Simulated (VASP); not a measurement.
ScGa3, 4 atoms in the cell. It takes space group Pm-3m (No. 221, cubic). Conventional cell: a = 4.175 Å, b = 4.175 Å, c = 4.175 Å, α = 90.00°, β = 90.00°, γ = 90.00°. Within 3.9 Å of Sc (site symmetry m-3m) lie 12 Ga at 2.95 Å. Ga (site symmetry 4/mmm) has 4 Sc at 2.95 Å and 8 Ga at 2.95 Å within 3.9 Å. 

| Quantity | Value |
| --- | --- |
| Program | VASP 6.6.1 |
| Task | single point |
| Functional | LDA |
| Potentials or basis | VASP PAW LDA potentials, release 64 (Sc_sv, Ga_d) |
| Cutoff | 520 eV |
| k mesh | 9 × 9 × 9 |
| Occupations | fermi-dirac, width 0.05 eV |
| Spin | no spin polarisation |
| Dipole correction | no |
| Further INCAR settings | ALGO = Normal; EDIFF = 1e-06; NBANDS = 33 |

Potentials or basis: VASP PAW LDA potentials, release 64 (Sc_sv, Ga_d).

The run is started by

```bash
$ cat potpaw_LDA.64/Sc_sv/POTCAR potpaw_LDA.64/Ga_d/POTCAR > POTCAR
$ mpirun -np 1 vasp_std > vasp.out
```

Hardware: 1 thread of Intel(R) Xeon(R) Platinum 8488C (Sapphire Rapids), with other jobs on the host.

Problem. Estimate the wall time of this run.

Solution. It took 38 s on 1 thread of Intel(R) Xeon(R) Platinum 8488C (Sapphire Rapids), on a shared host, peak memory 0.19 GiB. Counts: scf iterations 13, k points 35.
